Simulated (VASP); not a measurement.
AlB2As3:

```
Al B As
1.0
     2.62124   -4.73491    0.00000
     2.62124    4.73491    0.00000
     0.00000    0.00000    4.37492
Al B As
1 2 3
Cartesian
  0.0000 0.0000 0.0000
  1.3106 -2.3675 2.1875
  1.3106 2.3675 2.1875
  2.6212 0.0000 2.1875
  2.6212 -1.5898 0.0000
  2.6212 1.5898 0.0000
```

| Quantity | Value |
| --- | --- |
| Program | VASP 6.6.1 |
| Task | relaxation of cell and atoms |
| Functional | PBE |
| Potentials or basis | VASP PAW PBE potentials, release 64 (Al, B, As) |
| Cutoff | 600 eV |
| k mesh | 4 × 4 × 4 |
| Occupations | gaussian, width 0.1 eV |
| Spin | no spin polarisation |

At the start: pressure -5.9 GPa; volume 18.10 Å³/atom.

Question: Where does the relaxation end?

Answer: Over 32 steps the energy falls by 886.8 meV/atom and the volume is 16.24 Å³/atom (-10.3 %); space group Cmmm (No. 65, to 0.05 Å).

The path:
```csv
step,energy change (eV),largest force (eV/Å),pressure (GPa),volume (Å³)
1,0.0000,0.8737,-5.87,108.60
2,-0.5633,0.8340,-1.78,98.44
3,0.6117,1.6427,42.21,71.05
4,-0.8244,0.6991,2.14,92.48
5,-0.8974,0.3424,13.31,82.74
6,-0.9459,0.5275,7.16,87.36
7,-1.1611,0.3330,8.75,85.66
8,-1.2961,0.2316,11.83,83.43
9,-1.5222,0.2931,8.09,85.89
10,-1.8404,0.7295,-0.01,92.94
11,-1.8756,0.8657,-2.67,95.97
12,-1.9793,0.9066,-2.65,95.80
13,-2.3957,1.2449,-2.30,95.08
14,-3.8765,1.0817,-2.34,92.72
15,-4.0918,1.1299,21.76,84.34
16,-4.6805,0.1530,5.54,89.11
17,-4.6712,0.2836,7.61,88.39
18,-4.7989,0.0360,6.94,89.50
19,-5.1112,0.1895,5.75,92.19
20,-4.6394,0.2529,7.63,96.78
21,-5.1563,0.3491,5.67,93.67
22,-5.1601,0.3402,5.66,93.48
23,-5.2433,0.1949,2.91,95.27
24,-5.2675,0.0634,0.29,97.21
25,-5.2679,0.0758,0.55,97.00
26,-5.2769,0.0473,0.33,97.32
27,-5.2893,0.0135,-0.25,98.26
28,-5.2896,0.0188,-0.33,98.40
29,-5.2946,0.0146,-0.33,98.30
30,-5.3120,0.0789,-0.33,97.99
31,-5.3199,0.0465,-0.18,97.29
32,-5.3211,0.0180,-0.22,97.44
```

Final structure:
```yaml
crystal:
  lattice:
    - [1.59120, -7.19636, 0.00000]
    - [1.59120, 7.19636, 0.00000]
    - [0.00000, 0.00000, 4.25469]
  atoms:
    - { symbol: Al, position: [0.00000, 0.00000, 0.00000] }
    - { symbol: B, position: [0.50000, 0.00000, 0.50000] }
    - { symbol: B, position: [0.00000, 0.50000, 0.50000] }
    - { symbol: As, position: [0.50000, 0.50000, 0.50000] }
    - { symbol: As, position: [0.65102, 0.34898, 0.00000] }
    - { symbol: As, position: [0.34898, 0.65102, 0.00000] }
```
